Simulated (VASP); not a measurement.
Input of a VASP 6.6.1 run:

INCAR

```
ALGO = Normal
EDIFF = 1E-6
ENCUT = 500
GGA = PE
GGA_COMPAT = False
ISIF = 2
ISMEAR = 0
LASPH = True
LCHARG = True
LELF = True
LREAL = False
LVHAR = True
LWAVE = False
NBANDS = 15
NELM = 120
PREC = Accurate
SIGMA = 0.02
```

File KPOINTS:

```
k-points
0
Gamma
  6 6 6
```

The input POSCAR:

```
BaS
1.0
    0.0000000000      3.3460021183      3.3460021183
    3.3460021183      0.0000000000      3.3460021183
    3.3460021183      3.3460021183      0.0000000000
Ba S
1 1
Direct
    0.0000000000      0.0000000000      0.0000000000
    0.7500000000      0.7500000000      0.7500000000
```

Potentials or basis: VASP PAW PBE potentials, release 64 (Ba_sv, S).

Command:

```console
$ cat potpaw_PBE.64/Ba_sv/POTCAR potpaw_PBE.64/S/POTCAR > POTCAR
$ mpirun -np 1 vasp_std > vasp.out
```

Question: Predict the band gap on the k mesh.

Answer: 2.97 eV, indirect (least direct gap 3.41 eV).

Question: What does it give for the pressure?

Answer: 6.3 GPa.

Caveat: the cell differs from its parent crystal (Mg replaced by Ba, lengths x 1.180, strained); spin-orbit coupling is left out, which moves the levels of the heavy elements. A k mesh can miss the band edges.
